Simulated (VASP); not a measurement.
# Sn2Pb (P6/mmm) in VASP: further runs

The runs below take Sn2Pb through relaxation of shape and atoms at fixed volume, relaxation of cell and atoms, with PBE.

All numbers are computed with VASP 6.6.1; they aren't measurements. Logs are shortened: lines on timing, memory, paths and dates and some standing lists are left out, and cuts for length are marked.

## Step 1: The cell of the first run

Symmetry: P6/mmm, No. 191, hexagonal system. The conventional cell has a = 5.730 Å, b = 5.730 Å, c = 3.379 Å, α = 90.00°, β = 90.00°, γ = 120.00°. Sn (site symmetry -6m2) has 5 Sn at 3.31 to 3.38 Å and 6 Pb at 3.71 Å within 4.4 Å. Pb (site symmetry 6/mmm) has 2 Pb at 3.38 Å and 12 Sn at 3.71 Å within 4.4 Å.

## Step 2: Relaxation of shape and atoms at fixed volume, PBE (32.03 Å³/atom)

The input, INCAR:

```
SYSTEM = Sn2Pb
ALGO = Fast ; EDIFF = 1E-7
EDIFFG = -0.01 ; ENCUT = 600
GGA = PE ; IBRION = 2
ISIF = 4 ; ISMEAR = 0
LASPH = .True. ; LCHARG = .False.
LREAL = .False. ; LWAVE = .False.
NELM = 80 ; NSW = 50
PREC = Accurate ; SIGMA = 0.1
```

The input, KPOINTS:

```
k-points
0
Gamma
  6 6 12
  0 0 0
```

The input, POSCAR:

```
Sn2Pb
1.0
    5.7304122490      0.0000000000      0.0000000000
   -2.8652061245      4.9626825818      0.0000000000
    0.0000000000      0.0000000000      3.3789604879
Sn Pb
2 1
Direct
    0.3333333333      0.6666666667      0.5000000000
    0.6666666667      0.3333333333      0.5000000000
    0.0000000000      0.0000000000      0.0000000000
```

Potentials or basis: VASP PAW PBE potentials, release 64 (Sn_d, Pb_d).

Run with:

```console
cat potpaw_PBE.64/Sn_d/POTCAR potpaw_PBE.64/Pb_d/POTCAR > POTCAR
mpirun -np 1 vasp_std > vasp.out
```

OUTCAR:

```text
SYSTEM = Sn2Pb
   EDIFF = 1E-7
   EDIFFG = -0.01
   ENCUT = 600
   GGA = PE
   IBRION = 2
   ISIF = 4
   ISMEAR = 0
   LASPH = .True.
   LREAL = .False.
   NELM = 80
   NSW = 50
   PREC = Accurate

 ion  position               nearest neighbor table
   1  0.333  0.667  0.500-   2 3.31   2 3.31   2 3.31   3 3.71   3 3.71   3 3.71   3 3.71   3 3.71
                             3 3.71
   2  0.667  0.333  0.500-   1 3.31   1 3.31   1 3.31   3 3.71   3 3.71   3 3.71   3 3.71   3 3.71
                             3 3.71
   3  0.000  0.000  0.000-   1 3.71   2 3.71   1 3.71   2 3.71   2 3.71   2 3.71   1 3.71   1 3.71
                             2 3.71   2 3.71   1 3.71   1 3.71

  LATTYP: Found a hexagonal cell.
 ALAT       =     5.7304122490
 C/A-ratio  =     0.5896539971

  Lattice vectors:

 A1 = (   5.7304122490,   0.0000000000,   0.0000000000)
 A2 = (  -2.8652061245,   4.9626825818,   0.0000000000)
 A3 = (   0.0000000000,   0.0000000000,   3.3789604879)

Analysis of symmetry for initial positions (statically):
=====================================================================
 Subroutine PRICEL returns:
 Original cell was already a primitive cell.

 Routine SETGRP: Setting up the symmetry group for a
 hexagonal supercell.

 Subroutine GETGRP returns: Found 24 space group operations
 (whereof 24 operations were pure point group operations)
 out of a pool of 24 trial point group operations.

The static configuration has the point symmetry D_6h.

Analysis of symmetry for dynamics (positions and initial velocities):
=====================================================================
 Subroutine PRICEL returns:
 Original cell was already a primitive cell.

 Routine SETGRP: Setting up the symmetry group for a
 hexagonal supercell.

 Subroutine GETGRP returns: Found 24 space group operations
 (whereof 24 operations were pure point group operations)
 out of a pool of 24 trial point group operations.

The dynamic configuration has the point symmetry D_6h.

 Subroutine INISYM returns: Found 24 space group operations
 (whereof 24 operations are pure point group operations),
 and found     1 'primitive' translations

----------------------------------------------------------------------------------------

                                     Primitive cell

  volume of cell :      96.0916

  direct lattice vectors                    reciprocal lattice vectors
[... 84 lines left out ...]
   LNONCOLLINEAR =      F non collinear calculations
   LSORBIT =      F    spin-orbit coupling
   LASPH  =      T    aspherical Exc in radial PAW
   ENCUT  =  600.0 eV  44.10 Ry    6.64 a.u.  11.45 11.45  6.75*2*pi/ulx,y,z
   NELM   =     80;   NELMIN=  2; NELMDL= -5     # of ELM steps
   EDIFF  = 0.1E-06   stopping-criterion for ELM
   LREAL  =      F    real-space projection
   EDIFFG = -.1E-01   stopping-criterion for IOM
   NSW    =     50    number of steps for IOM
   IBRION =      2    ionic relax: 0-MD 1-quasi-New 2-CG
   NFREE  =      1    steps in history (QN), initial steepest desc. (CG)
   ISIF   =      4    stress and relaxation
   ISYM   =      2    0-nonsym 1-usesym 2-fastsym
   POTIM  = 0.5000    time-step for ionic-motion
   TEBEG  =    0.0;   TEEND  =   0.0 temperature during run
   PSTRESS=    0.0 pullay stress
   NELECT =      42.0000    total number of electrons
   NUPDOWN=      -1.0000    fix difference up-down
   EMIN   =  10.00;   EMAX   =-10.00  energy-range for DOS
   EFERMI =   0.00;   METHOD = LEGACY
   ISMEAR =     0;   SIGMA  =   0.10  broadening in eV -4-tet -1-fermi 0-gaus
   EFERMI_NEDOS =   21; number of points for ismear=-14 and -15
   IALGO  =     68    algorithm
   IMIX   =      4    mixing-type and parameters
     AMIX     =   0.40;   BMIX     =  1.00
     AMIX_MAG =   1.60;   BMIX_MAG =  1.00
  volume/ion in A,a.u.               =      32.03       216.15
  Fermi-wavevector in a.u.,A,eV,Ry     =   1.242404  2.347803 21.001507  1.543567
  Thomas-Fermi vector in A             =   2.376760
   LORBIT       =      0    0 simple, 1 ext, 2 COOP (PROOUT), +10 PAW based schemes
   GGA     = PE    functional components
   LHFCALC =     F    Hartree Fock is set to
   AEXX    =    0.0000 exact exchange contribution
   IVDW    =     0    specifies the selected vdW correction
   LEPSILON=     F    determine dielectric tensor
   LRPA    =     F    only Hartree local field effects (RPA)
 conjugate gradient relaxation of ions
 non-spin polarized calculation
 RMM-DIIS sequential band-by-band and
 Gauss-broadening in eV      SIGMA  =   0.10
  energy-cutoff  :      600.00
  volume of cell :       96.09
 maximum number of plane-waves:      3254
 NGX is ok and might be reduce to    48
   NGX = 23   NGY = 23   NGZ = 13

 number of electron      42.0000006 magnetization

 Free energy of the ion-electron system (eV)
  ---------------------------------------------------
  ext. energy  EPLUGINS =         0.00000000
  ---------------------------------------------------
  free energy    TOTEN  =       -11.06195085 eV

  energy without entropy =      -11.05458077  energy(sigma->0) =      -11.05826581

 E-fermi :   6.3620     XC(G=0):  -9.7132

 val. band max:        6.3592721594   @ k =   0.1667   0.1667   0.5000
 cond. band min:       6.3924017094   @ k =   0.3333   0.1667   0.5000
 fundamental gap:      0.0331295500
 Fermi energy:         6.3619763341

 k-point     1 :       0.0000    0.0000    0.0000
  band No.  band energies     occupation
      1     -15.1006      2.00000
      2     -15.0344      2.00000
      3     -15.0233      2.00000
      4     -15.0233      2.00000
      5     -14.9847      2.00000
      6     -14.9847      2.00000
[... 661 lines left out ...]
     24       8.4590      0.00000
     25       9.2480      0.00000

 [... further k-points ...]
[... 5 lines left out ...]
  --------------------------------------------------------------------------------------
  -------------------------------------------------------------------------------------
  Total       -2.1178472     -2.1178472     -2.1036712     -0.0000000      0.0000000      0.0000000
  in kB      -35.3117892    -35.3117892    -35.0754266     -0.0000000      0.0000000      0.0000000
  external PRESSURE =     -35.2330017 kB  Pullay stress =       0.0000000 kB

 VOLUME and BASIS-vectors are now :
 -----------------------------------------------------------------------------
  energy-cutoff  :      600.00
  volume of cell :       96.09
      direct lattice vectors                 reciprocal lattice vectors
     5.730412249  0.000000000  0.000000000     0.174507515  0.100751961  0.000000000
    -2.865206124  4.962682582  0.000000000     0.000000000  0.201503921  0.000000000
     0.000000000  0.000000000  3.378960488     0.000000000  0.000000000  0.295949007

 POSITION                                       TOTAL-FORCE (eV/Angst)
 -----------------------------------------------------------------------------------
     -0.00000      3.30846      1.68948         0.000000     -0.000000     -0.000000
      2.86521      1.65423      1.68948        -0.000000      0.000000      0.000000
      0.00000      0.00000      0.00000         0.000000      0.000000      0.000000
 -----------------------------------------------------------------------------------
    total drift:                               -0.000000      0.000000     -0.000000

  FREE ENERGIE OF THE ION-ELECTRON SYSTEM (eV)
  ---------------------------------------------------
  free  energy   TOTEN  =       -11.0619508486 eV

  energy  without entropy=      -11.0545807664  energy(sigma->0) =      -11.05826581

 reached required accuracy - stopping structural energy minimisation
```

Run time: 77 s. Hardware: 1 thread of AMD EPYC 9R45 (Zen 5), shared host; peak memory 0.3 GiB.

Results:

| Property | Result |
| --- | --- |
| Free energy | -11.0620 eV |
| Pressure after relaxing | -3.5 GPa |
| Band gap on the k mesh | zero (bands 21 and 22 overlap by 3.07 eV) |

Final structure:
```xyz
3
Lattice="5.7304 0.0000 0.0000 -2.8652 4.9627 0.0000 0.0000 0.0000 3.3790" Properties=species:S:1:pos:R:3 pbc="T T T"
Sn    0.0000    3.3085    1.6895
Sn    2.8652    1.6542    1.6895
Pb    0.0000    0.0000    0.0000
```

Levels at points of the mesh, in eV from the Fermi level:
```tsv
k point	band 17	band 18	band 19	band 20	band 21	band 22	band 23	band 24	band 25
(0.00, 0.00, 0.00)	-6.85	-5.57	-2.07	-2.07	-1.99	-1.99	3.26	6.68	6.79
(0.50, 0.00, 0.00)	-8.52	-6.77	-3.73	0.36	0.79	2.45	2.74	3.49	4.83
(0.00, 0.00, 0.50)	-7.34	-3.32	-2.14	-1.05	-0.41	-0.33	-0.33	1.06	1.06
(0.50, 0.00, 0.50)	-6.23	-5.47	-3.27	-2.42	-1.51	-1.02	0.54	2.87	3.83
```

Caveat: spin-orbit coupling is left out, which moves the levels of the heavy elements.

(Part 1 of 2 ends here.)

The gap in the log of VASP goes by the Fermi energy; the results here count the filled bands.